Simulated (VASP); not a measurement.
Write the native input for VASP 6.6.1 that does the following.

| Property | Result |
| --- | --- |
| Task | single point |
| Functional | LDA |
| Potentials or basis | VASP PAW LDA potentials, release 64 (C, H) |
| Cutoff | 520 eV |
| k mesh | 1 × 1 × 1 |
| Occupations | fermi-dirac, width 0.05 eV |
| Spin | no spin polarisation |
| Dipole correction | no |
| Further INCAR settings | LREAL = Auto; ALGO = Normal; EDIFF = 1e-07; NBANDS = 58 |

The structure of H4C lies in POSCAR:

```
H4C
1.0
    8.2150030000      0.0000000000      0.0000000000
    0.0000000000      8.2150030000      0.0000000000
    0.0000000000      0.0000000000      8.2150030000
C H
8 32
Direct
    0.4374313679      0.2606694118     -0.0179671267
    0.7947045181      0.2141082602      0.8145219180
    0.1120876036      0.9167495131      0.1495678090
    0.5202676128      0.5921361197      0.7041993777
    0.3840169018      0.5242968262      0.3118197279
   -0.0409738134      0.3045281907      0.3566888533
    0.6261227172      0.9693118797      0.3309919668
    0.3654046140      0.2018258545      0.5211805766
    0.5792207258      0.2572975323     -0.0340718074
    0.4012171389      0.2031648680      0.0932440317
    0.3757271908      0.2255994307     -0.1278270988
    0.4175409309      0.3861836691      0.0059160051
    0.7125012614      0.3047716477      0.8641871464
    0.7334142179      0.0912720300      0.8467921436
    0.9218864558      0.2274375311      0.8532680998
    0.7821421368      0.2357515877      0.6874860545
    0.1862202607      0.8171634265      0.1046134737
    0.0596713111      0.8760069838      0.2651611935
    0.0209129565      0.9341688615      0.0492391786
    0.1967376031      1.0210830112      0.1510650696
    0.5315518448      0.4870965963      0.6278269162
    0.4282652118      0.6558244714      0.6521117521
    0.6237124929      0.6709918426      0.7442602273
    0.4372000838      0.5507606023      0.8203527132
    0.3462810665      0.4802919731      0.4362140829
    0.2725744592      0.5088373066      0.2329274865
    0.4865731638      0.4507849845      0.2738891270
    0.4135847546      0.6644428493      0.3071331806
   -0.1596469289      0.3581617682      0.3412780251
    0.0063298820      0.3072792548      0.4878513130
    0.0295678529      0.4090808001      0.2873888178
   -0.0372367484      0.1736700522      0.3199390189
    0.6942176406      1.0864755618      0.3503954898
    0.6922943303      0.8831281011      0.2451490279
    0.4781860700      0.9846496709      0.3069627607
    0.6409614214      0.9400361753      0.4616188211
    0.2758733016      0.2894947208      0.5271087546
    0.4004624222      0.1603164357      0.4067679586
    0.3484600066      0.0911259558      0.5934994789
    0.4865609909      0.2426049023      0.5626291311
```

The input as run:

INCAR

```
SYSTEM = H4C
PREC = Accurate
ENCUT = 520
EDIFF = 1E-7
ISMEAR = -1
SIGMA = 0.05
LREAL = Auto
LASPH = .True.
NELM = 60
ALGO = Normal
ISIF = 2
LWAVE = .False.
LCHARG = .False.
NBANDS = 58
```

KPOINTS

```
Automatic mesh
0
Gamma
  1 1 1
  0 0 0
```

Potentials or basis: VASP PAW LDA potentials, release 64 (C, H).

Run with:

```bash
$ cat potpaw_LDA.64/C/POTCAR potpaw_LDA.64/H/POTCAR > POTCAR
$ mpirun -np 1 vasp_gam > vasp.out
```

It gave:

- Pressure: -0.5 GPa
- Largest force: 4.473 eV/Å
- Band gap on the k mesh: 6.06 eV

Caveat: the k points lie up to 0.76 Å⁻¹ apart.

Wall time 41 s on 1 thread of AMD EPYC 7R13 Processor (Zen 3) (shared host), peak memory 0.37 GiB.
